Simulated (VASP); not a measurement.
Crystal: Si.

```
Si
1.0
     0.00000    2.72212    2.72212
     2.72212    0.00000    2.72212
     2.72212    2.72212    0.00000
Si
2
Direct
  0.00000 0.00000 0.00000
  0.25000 0.25000 0.25000
```

Base run:

```yaml
Program: VASP 6.6.1
Functional: r2SCAN
Potentials_or_basis: VASP PAW PBE potentials, release 64 (Si)
Cutoff: 520 eV
k_mesh: 6 × 6 × 6
Occupations: gaussian, width 0.01 eV
Spin: no spin polarisation
```

Its results: band gap on the k mesh 0.93 eV, indirect (least direct gap 2.75 eV); pressure -0.2 GPa.

Task: The run is repeated on the same cell with these changes: functional from r2SCAN to PBE. What comes out?

Result: Band gap on the k mesh 0.72 eV, indirect (least direct gap 2.56 eV); pressure 1.3 GPa.

r2SCAN gives the wider gap, since meta-GGAs in the generalised Kohn-Sham scheme recover part of the derivative discontinuity.

Caveats: the PAW data sets were made with another functional, which shifts forces and pressure a little (some runs).

A k mesh can miss the band edges.
